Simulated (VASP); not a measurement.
Here is a VASP 6.6.1 calculation.

The input INCAR:

```
  PREC = Accurate
  ENCUT = 600
  EDIFF = 1E-6
  ISMEAR = -1
  SIGMA = 0.05
  LREAL = F
  LASPH = T
  NELM = 100
  ALGO = Normal
  ISIF = 3
  LWAVE = F
  LCHARG = F
  GGA = PS
  IVDW = 12
  IBRION = 2
  NSW = 60
  EDIFFG = -0.01
```

File KPOINTS:

```
Automatic mesh
0
Gamma
  7 7 7
```

The input POSCAR:

```
HgTe
1.0
    0.0000000000      3.1800000000      3.1800000000
    3.1800000000      0.0000000000      3.1800000000
    3.1800000000      3.1800000000      0.0000000000
Hg Te
1 1
Direct
    0.0000000000      0.0000000000      0.0000000000
    0.5000000000      0.5000000000      0.5000000000
```

Potentials or basis: VASP PAW PBE potentials, release 64 (Hg, Te).

Launch:

```sh
$ cat potpaw_PBE.64/Hg/POTCAR potpaw_PBE.64/Te/POTCAR > POTCAR
$ mpirun -np 1 vasp_std > vasp.out
```

(1) What does it give for the space group after relaxing (to 0.05 Å)?

(2) Estimate the dispersion energy per atom.

(3) Estimate the band gap on the k mesh.

Answers

(1) Fm-3m (No. 225).

(2) -0.454 eV.

(3) zero (band 9 reaches 5.62 eV, above the bottom of band 10 at 2.71 eV).

Caveat: spin-orbit coupling is left out, which moves the levels of the heavy elements.
